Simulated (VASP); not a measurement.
# HgTe (Cmcm) in VASP: single point with PBEsol

Aim: the single point of HgTe with PBEsol.

All numbers are computed with VASP 6.6.1; they aren't measurements. Logs are shortened: lines on timing, memory, paths and dates and some standing lists are left out, and cuts for length are marked.

## Step 1: The cell of the first run

The structure is orthorhombic, space group Cmcm (No. 63). Conventional cell: a = 5.985 Å, b = 6.934 Å, c = 5.798 Å, α = 90.00°, β = 90.00°, γ = 90.00°. Within 4.0 Å of Hg (site symmetry m2m) lie 6 Te at 3.02 to 3.87 Å and 2 Hg at 3.63 Å. Within 4.0 Å of Te (site symmetry m2m) lie 6 Hg at 3.02 to 3.87 Å.

## Step 2: Single point, PBEsol

Contents of INCAR:

```
  PREC = Accurate
  ENCUT = 520
  EDIFF = 1E-6
  ISMEAR = -1
  SIGMA = 0.05
  LREAL = False
  LASPH = True
  NELM = 80
  ALGO = Normal
  ISIF = 2
  LWAVE = False
  LCHARG = True
  GGA = PS
  LELF = True
  LVHAR = True
  NBANDS = 26
```

Contents of KPOINTS:

```
regular mesh
0
Gamma
  4 4 4
```

Contents of POSCAR:

```
HgTe
1.0
    2.9925180000     -3.4669290000      0.0000000000
    2.9925180000      3.4669290000      0.0000000000
    0.0000000000      0.0000000000      5.7981570000
Hg Te
2 2
Direct
    0.3430500000      0.6569500000      0.7500000000
    0.6569500000      0.3430500000      0.2500000000
    0.7848090000      0.2151910000      0.7500000000
    0.2151910000      0.7848090000      0.2500000000
```

Potentials or basis: VASP PAW PBE potentials, release 64 (Hg, Te).

Run with:

```console
$ cat potpaw_PBE.64/Hg/POTCAR potpaw_PBE.64/Te/POTCAR > POTCAR
$ mpirun -np 1 vasp_std > vasp.out
```

OUTCAR:

```text
PREC = Accurate
   ENCUT = 520
   EDIFF = 1E-6
   ISMEAR = -1
   LREAL = False
   LASPH = True
   NELM = 80
   ISIF = 2
   GGA = PS

 ion  position               nearest neighbor table
   1  0.343  0.657  0.750-   3 3.02   3 3.02   4 3.03   4 3.03   3 3.06   2 3.63   2 3.63
   2  0.657  0.343  0.250-   4 3.02   4 3.02   3 3.03   3 3.03   4 3.06   1 3.63   1 3.63
   3  0.785  0.215  0.750-   1 3.02   1 3.02   2 3.03   2 3.03   1 3.06
   4  0.215  0.785  0.250-   2 3.02   2 3.02   1 3.03   1 3.03   2 3.06

  LATTYP: Found a base centered orthorhombic cell.
 ALAT       =     5.9850360000
 B/A-ratio  =     1.1585323798
 C/A-ratio  =     0.9687756264

  Lattice vectors:

 A1 = (   2.9925180000,  -3.4669290000,   0.0000000000)
 A2 = (   2.9925180000,   3.4669290000,   0.0000000000)
 A3 = (   0.0000000000,   0.0000000000,   5.7981570000)

Analysis of symmetry for initial positions (statically):
=====================================================================
 Subroutine PRICEL returns:
 Original cell was already a primitive cell.

 Routine SETGRP: Setting up the symmetry group for a
 base centered orthorhombic supercell.

 Subroutine GETGRP returns: Found  8 space group operations
 (whereof  4 operations were pure point group operations)
 out of a pool of  8 trial point group operations.

The static configuration has the point symmetry C_2h.
 The point group associated with its full space group is D_2h.

Analysis of symmetry for dynamics (positions and initial velocities):
=====================================================================
 Subroutine PRICEL returns:
 Original cell was already a primitive cell.

 Routine SETGRP: Setting up the symmetry group for a
 base centered orthorhombic supercell.

 Subroutine GETGRP returns: Found  8 space group operations
 (whereof  4 operations were pure point group operations)
 out of a pool of  8 trial point group operations.

The dynamic configuration has the point symmetry C_2h.
 The point group associated with its full space group is D_2h.

 Subroutine INISYM returns: Found  8 space group operations
 (whereof  4 operations are pure point group operations),
 and found     1 'primitive' translations

----------------------------------------------------------------------------------------

                                     Primitive cell

  volume of cell :     120.3100

  direct lattice vectors                    reciprocal lattice vectors
     2.992518000 -3.466929000  0.000000000     0.167083373 -0.144219856  0.000000000
     2.992518000  3.466929000  0.000000000     0.167083373  0.144219856  0.000000000
     0.000000000  0.000000000  5.798157000     0.000000000  0.000000000  0.172468596

  length of vectors
     4.579821030  4.579821030  5.798157000     0.220717512  0.220717512  0.172468596

  position of ions in fractional coordinates (direct lattice)
     0.343050000  0.656950000  0.750000000
     0.656950000  0.343050000  0.250000000
     0.784809000  0.215191000  0.750000000
     0.215191000  0.784809000  0.250000000

  ion indices of the primitive-cell ions
   primitive index   ion index
                 1           1
                 2           2
                 3           3
                 4           4

----------------------------------------------------------------------------------------

 KPOINTS: regular mesh

Automatic generation of k-mesh.
 Grid dimensions read from file:
 generate k-points for:    4    4    4

 Generating k-lattice:

  Cartesian coordinates                     Fractional coordinates (reciprocal lattice)
     0.041770843 -0.036054964  0.000000000     0.250000000 -0.000000000  0.000000000
     0.041770843  0.036054964  0.000000000    -0.000000000  0.250000000  0.000000000
     0.000000000  0.000000000  0.043117149     0.000000000  0.000000000  0.250000000

  Length of vectors
     0.055179378  0.055179378  0.043117149

  Shift w.r.t. Gamma in fractional coordinates (k-lattice)
     0.000000000  0.000000000  0.000000000

 Subroutine IBZKPT returns following result:
 ===========================================

 Found     21 irreducible k-points:

 Following reciprocal coordinates:
            Coordinates               Weight
  0.000000  0.000000  0.000000      1.000000
  0.250000  0.000000  0.000000      4.000000
  0.500000  0.000000  0.000000      2.000000
  0.250000  0.250000  0.000000      2.000000
  0.500000  0.250000  0.000000      4.000000
 -0.250000  0.250000  0.000000      2.000000
[... 13 lines left out ...]
 -0.250000  0.250000  0.500000      2.000000
  0.500000  0.500000  0.500000      1.000000
   k-points           NKPTS =     21   k-points in BZ     NKDIM =     21   number of bands    NBANDS=     26
   number of dos      NEDOS =    301   number of ions     NIONS =      4
   total plane-waves  NPLWV =  62208
   dimension x,y,z NGX =    36 NGY =   36 NGZ =   48
   dimension x,y,z NGXF=    72 NGYF=   72 NGZF=   96
   ions per type =               2   2
   NGX,Y,Z   is equivalent  to a cutoff of  13.07, 13.07, 13.76 a.u.
   NGXF,Y,Z  is equivalent  to a cutoff of  26.14, 26.14, 27.53 a.u.
 SYSTEM =  unknown system
   PREC   = accura    normal or accurate (medium, high low for compatibility)
   ISTART =      0    job   : 0-new  1-cont  2-samecut
   ICHARG =      2    charge: 1-file 2-atom 10-const
   ISPIN  =      1    spin polarized calculation?
   LNONCOLLINEAR =      F non collinear calculations
   LSORBIT =      F    spin-orbit coupling
   LASPH  =      T    aspherical Exc in radial PAW
   ENCUT  =  520.0 eV  38.22 Ry    6.18 a.u.   8.52  8.52 10.78*2*pi/ulx,y,z
   NELM   =     80;   NELMIN=  2; NELMDL= -5     # of ELM steps
   EDIFF  = 0.1E-05   stopping-criterion for ELM
   LREAL  =      F    real-space projection
   EDIFFG = 0.1E-04   stopping-criterion for IOM
   NSW    =      0    number of steps for IOM
   IBRION =     -1    ionic relax: 0-MD 1-quasi-New 2-CG
   NFREE  =      0    steps in history (QN), initial steepest desc. (CG)
   ISIF   =      2    stress and relaxation
   ISYM   =      2    0-nonsym 1-usesym 2-fastsym
   POTIM  = 0.5000    time-step for ionic-motion
   TEBEG  =    0.0;   TEEND  =   0.0 temperature during run
   PSTRESS=    0.0 pullay stress
   NELECT =      36.0000    total number of electrons
   NUPDOWN=      -1.0000    fix difference up-down
   EMIN   =  10.00;   EMAX   =-10.00  energy-range for DOS
   EFERMI =   0.00;   METHOD = LEGACY
   ISMEAR =    -1;   SIGMA  =   0.05  broadening in eV -4-tet -1-fermi 0-gaus
   EFERMI_NEDOS =   21; number of points for ismear=-14 and -15
   IALGO  =     38    algorithm
   IMIX   =      4    mixing-type and parameters
     AMIX     =   0.40;   BMIX     =  1.00
     AMIX_MAG =   1.60;   BMIX_MAG =  1.00
  volume/ion in A,a.u.               =      30.08       202.97
  Fermi-wavevector in a.u.,A,eV,Ry     =   1.094986  2.069223 16.313299  1.198994
  Thomas-Fermi vector in A             =   2.231301
   LORBIT       =      0    0 simple, 1 ext, 2 COOP (PROOUT), +10 PAW based schemes
   GGA     = PS    functional components
   LHFCALC =     F    Hartree Fock is set to
   AEXX    =    0.0000 exact exchange contribution
   IVDW    =     0    specifies the selected vdW correction
   LEPSILON=     F    determine dielectric tensor
   LRPA    =     F    only Hartree local field effects (RPA)
 non-spin polarized calculation
  energy-cutoff  :      520.00
  volume of cell :      120.31
 maximum number of plane-waves:      3256
 NGX is ok and might be reduce to    36
   NGX = 17   NGY = 17   NGZ = 21

 number of electron      36.0000001 magnetization

 Free energy of the ion-electron system (eV)
  ---------------------------------------------------
  ext. energy  EPLUGINS =         0.00000000
  ---------------------------------------------------
  free energy    TOTEN  =        -8.19214878 eV

  energy without entropy =       -8.17696597  energy(sigma->0) =       -8.18455737

 E-fermi :   3.7199     XC(G=0):  -9.7492

 val. band max:        3.6497409035   @ k =   0.2500   0.0000   0.2500
 cond. band min:       3.7586477055   @ k =   0.5000   0.2500   0.0000
 fundamental gap:      0.1089068019
 Fermi energy:         3.7199395150

 k-point     1 :       0.0000    0.0000    0.0000
  band No.  band energies     occupation
      1      -8.1217      2.00000
      2      -7.0110      2.00000
      3      -3.0825      2.00000
      4      -2.9896      2.00000
      5      -2.9605      2.00000
      6      -2.9101      2.00000
[... 18 lines left out ...]
     25      10.6244      0.00000
     26      10.9525      0.00000

 k-point     2 :       0.2500    0.0000    0.0000
  band No.  band energies     occupation
      1      -7.8440      2.00000
      2      -6.9924      2.00000
      3      -3.1875      2.00000
      4      -3.0750      2.00000
      5      -3.0102      2.00000
      6      -2.9123      2.00000
[... 18 lines left out ...]
     25      10.5071      0.00000
     26      10.6776      0.00000

 k-point     3 :       0.5000    0.0000    0.0000
  band No.  band energies     occupation
      1      -7.2977      2.00000
      2      -7.2215      2.00000
      3      -3.2675      2.00000
      4      -3.1513      2.00000
      5      -3.0564      2.00000
      6      -3.0375      2.00000
[... 18 lines left out ...]
     25       9.2026      0.00000
     26      10.2436      0.00000

 k-point     4 :       0.2500    0.2500    0.0000
  band No.  band energies     occupation
      1      -7.5228      2.00000
      2      -7.0328      2.00000
      3      -3.2424      2.00000
      4      -3.1601      2.00000
      5      -3.0707      2.00000
      6      -2.8658      2.00000
[... 18 lines left out ...]
     25       9.8480      0.00000
     26      11.2344      0.00000

 k-point     5 :       0.5000    0.2500    0.0000
  band No.  band energies     occupation
      1      -7.3586      2.00000
      2      -7.1423      2.00000
      3      -3.0805      2.00000
      4      -3.0525      2.00000
      5      -2.9539      2.00000
      6      -2.9513      2.00000
[... 18 lines left out ...]
     25      10.8128      0.00000
     26      11.6139      0.00000

 k-point     6 :      -0.2500    0.2500    0.0000
  band No.  band energies     occupation
      1      -7.7620      2.00000
      2      -7.0231      2.00000
      3      -3.1237      2.00000
      4      -2.9771      2.00000
      5      -2.9513      2.00000
      6      -2.9402      2.00000
[... 340 lines left out ...]
 k-point    18 :       0.2500    0.2500    0.5000
  band No.  band energies     occupation
      1      -7.1217      2.00000
      2      -7.1217      2.00000
      3      -3.2600      2.00000
      4      -3.2600      2.00000
      5      -3.2182      2.00000
      6      -3.2182      2.00000
[... 18 lines left out ...]
     25       9.8581      0.00000
     26       9.8581      0.00000

 k-point    19 :       0.5000    0.2500    0.5000
  band No.  band energies     occupation
      1      -7.0937      2.00000
      2      -7.0937      2.00000
      3      -3.2335      2.00000
      4      -3.2335      2.00000
      5      -3.0280      2.00000
      6      -3.0280      2.00000
[... 18 lines left out ...]
     25      10.6396      0.00000
     26      10.6396      0.00000

 k-point    20 :      -0.2500    0.2500    0.5000
  band No.  band energies     occupation
      1      -7.2764      2.00000
      2      -7.2764      2.00000
      3      -3.2104      2.00000
      4      -3.2104      2.00000
      5      -2.9577      2.00000
      6      -2.9577      2.00000
[... 18 lines left out ...]
     25       9.9440      0.00000
     26       9.9440      0.00000

 k-point    21 :       0.5000    0.5000    0.5000
  band No.  band energies     occupation
      1      -7.1061      2.00000
      2      -7.1061      2.00000
      3      -3.2144      2.00000
      4      -3.2144      2.00000
      5      -2.8847      2.00000
      6      -2.8847      2.00000
[... 18 lines left out ...]
     25      10.8743      0.00000
     26      10.8743      0.00000

------------------------ aborting loop because EDIFF is reached ----------------------------------------

  FORCE on cell =-STRESS in cart. coord.  units (eV):
  Direction    XX          YY          ZZ          XY          YZ          ZX
  --------------------------------------------------------------------------------------
  -------------------------------------------------------------------------------------
  Total       -2.4408278     -1.7028433     -2.8420700      0.0000000     -0.0000000      0.0000000
  in kB      -32.5046908    -22.6768949    -37.8480639      0.0000000     -0.0000000      0.0000000
  external PRESSURE =     -31.0098832 kB  Pullay stress =       0.0000000 kB

 VOLUME and BASIS-vectors are now :
 -----------------------------------------------------------------------------
  energy-cutoff  :      520.00
  volume of cell :      120.31
      direct lattice vectors                 reciprocal lattice vectors
     2.992518000 -3.466929000  0.000000000     0.167083373 -0.144219856  0.000000000
     2.992518000  3.466929000  0.000000000     0.167083373  0.144219856  0.000000000
     0.000000000  0.000000000  5.798157000     0.000000000  0.000000000  0.172468596

 POSITION                                       TOTAL-FORCE (eV/Angst)
 -----------------------------------------------------------------------------------
      2.99252      1.08827      4.34862         0.000000     -0.015550      0.000000
      2.99252     -1.08827      1.44954         0.000000      0.015550     -0.000000
      2.99252     -1.97483      4.34862         0.000000      0.139417     -0.000000
      2.99252      1.97483      1.44954         0.000000     -0.139417      0.000000
 -----------------------------------------------------------------------------------
    total drift:                               -0.000000      0.000000     -0.000000

  FREE ENERGIE OF THE ION-ELECTRON SYSTEM (eV)
  ---------------------------------------------------
  free  energy   TOTEN  =        -8.1921487800 eV

  energy  without entropy=       -8.1769659689  energy(sigma->0) =       -8.18455737
```

Run time: 44 s. Hardware: 1 thread of Intel Xeon Platinum 8488C (Sapphire Rapids), shared host; peak memory 0.26 GiB.

Results:

| Quantity | Value |
| --- | --- |
| Free energy | -8.1921 eV |
| Pressure | -3.1 GPa |
| Largest force | 0.139 eV/Å |
| Band gap on the k mesh | zero (band 18 reaches 4.07 eV, above the bottom of band 19 at 2.00 eV) |

Forces on the atoms (eV/Å):
```
Hg   0.000 -0.016  0.000
Hg   0.000  0.016  0.000
Te   0.000  0.139  0.000
Te   0.000 -0.139  0.000
```

Levels at points of the mesh, in eV from the Fermi level:
```tsv
k point	band 16	band 17	band 18	band 19	band 20	band 21
(0.00, 0.00, 0.00)	-2.50	-0.99	-0.47	-0.37	-0.10	4.06
(0.50, 0.00, 0.00)	-1.90	-0.83	-0.52	1.41	2.45	2.90
(0.50, 0.50, 0.00)	-1.96	-1.79	-1.75	-1.72	-1.41	3.23
(0.00, 0.00, 0.50)	-1.80	-1.23	-1.23	1.42	1.42	4.77
(0.50, 0.00, 0.50)	-0.88	0.24	0.24	1.89	1.89	3.74
(0.50, 0.50, 0.50)	-3.11	-2.93	-2.93	2.07	2.07	5.54
```

Caveat: the PAW data sets were made with another functional, which shifts forces and pressure a little; spin-orbit coupling is left out, which moves the levels of the heavy elements.
